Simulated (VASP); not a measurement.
Here is a VASP 6.6.1 calculation.

The input INCAR:

```
SYSTEM = Ba8Ti8O23
PREC = Accurate ; ENCUT = 520
EDIFF = 1E-6 ; ISMEAR = 0
SIGMA = 0.02 ; LREAL = Auto
LASPH = .True. ; NELM = 120
ALGO = Normal ; ISIF = 2
LWAVE = .False. ; LCHARG = .False.
GGA = PE ; NELECT = 312.0
NBANDS = 182 ; GGA_COMPAT = .False.
KPAR = 2 ; NCORE = 2
```

The input KPOINTS:

```
regular mesh
0
Gamma
  2 2 2
  0 0 0
```

The input POSCAR:

```
Ba8Ti8O23
1.0
    7.9682000000      0.0000000000      0.0000000000
    0.0000000000      5.6741000000      5.6916000000
    0.0000000000     -5.6741000000      5.6916000000
Ba Ti O
8 8 23
Direct
    0.0010646068      0.0028632873      0.0100991485
    0.0019159911      0.0030890918      0.4981891077
    0.0021254487      0.5026951144      0.0096650304
    0.0037639617      0.5035144325      0.4960008180
    0.4914467508      0.0022586296      0.0093767629
    0.4904266961      0.0027643394      0.4988770268
    0.4932858111      0.5019207674      0.0071504955
    0.4902388243      0.5029010215      0.4970777191
    0.2414598027      0.2573682842      0.2604166972
    0.2387276926      0.2647609103      0.7590812430
    0.2414495118      0.7588064683      0.2602470492
    0.2387856731      0.7582013691      0.7599256954
    0.7423287568      0.2642142833      0.2640983177
    0.7434728044      0.2281387331      0.7574057535
    0.7416063854      0.7585274913      0.2641195675
    0.7435929068      0.7718312919      0.7578334773
    0.0036884114      0.2453362087      0.2468716064
    0.2511011270      0.2458771630      0.4929101727
    0.2515880625      0.4924239848      0.2468408968
   -0.0039769333      0.2605977883      0.7440409776
    0.2509800206      0.2458203366      0.9897028906
    0.2502654301      0.4937238790      0.7463147745
    0.0045459451      0.7471826734      0.2463936496
    0.2514197686      0.7476077046      0.4921206670
    0.2516419016      0.9938312849      0.2468437450
   -0.0038494265      0.7370471847      0.7449035848
    0.2513706985      0.7476280438      0.9907395505
    0.2498411184      0.9901661466      0.7456930143
    0.5066121583      0.2453106042      0.2469866409
    0.7528983961      0.2596353999      0.5007962889
    0.7519872744      0.4934292555      0.2485206356
    0.5125974499      0.2622730347      0.7437925708
    0.7532629703      0.2626797571      0.9834677234
    0.5058309279      0.7470469477      0.2465432554
    0.7525019452      0.7387298043      0.5004950182
    0.7522735373      0.9905407745      0.2488982233
    0.5127920986      0.7349579712      0.7445249510
    0.7528200848      0.7358868613      0.9840400486
    0.7482277051      0.9997810820      0.7512660752
```

Potentials or basis: VASP PAW PBE potentials, release 64 (Ba_sv, Ti_sv, O).

Command:

```console
$ cat potpaw_PBE.64/Ba_sv/POTCAR potpaw_PBE.64/Ti_sv/POTCAR potpaw_PBE.64/O/POTCAR > POTCAR
$ mpirun -np 4 vasp_std > vasp.out
```

Problem. What does it give for the largest force?

Solution. 0.106 eV/Å.

Forces on the atoms (eV/Å):
```
Ba  -0.025  0.039 -0.061
Ba  -0.036 -0.033  0.009
Ba  -0.007  0.025 -0.052
Ba  -0.026 -0.027 -0.007
Ba   0.058  0.038 -0.061
Ba   0.059 -0.025  0.004
Ba   0.033  0.016 -0.041
Ba   0.051 -0.017 -0.013
Ti   0.034 -0.003 -0.069
Ti   0.038 -0.011 -0.099
Ti   0.042  0.027 -0.080
Ti   0.036  0.005 -0.064
Ti   0.044 -0.009 -0.071
Ti   0.051  0.078 -0.009
Ti   0.038 -0.007 -0.078
Ti   0.055  0.012 -0.065
O   -0.035  0.003  0.017
O   -0.009 -0.025  0.046
O   -0.010  0.029  0.043
O   -0.032 -0.020  0.007
O   -0.009 -0.034  0.049
O   -0.004  0.033  0.049
O   -0.040  0.001  0.018
O   -0.010 -0.031  0.047
O   -0.015  0.016  0.040
O   -0.026  0.004  0.022
O   -0.011 -0.034  0.047
O   -0.006  0.031  0.056
O   -0.037  0.001  0.015
O   -0.008 -0.047  0.028
O   -0.011  0.040  0.045
O   -0.044 -0.019  0.004
O   -0.012 -0.050  0.033
O   -0.037  0.002  0.016
O   -0.013 -0.026  0.048
O   -0.011  0.036  0.046
O   -0.049  0.008  0.026
O   -0.013 -0.024  0.057
O   -0.003 -0.004 -0.002
```

Caveat: the cell carries a net charge on a neutralising background, which shifts energy and pressure.
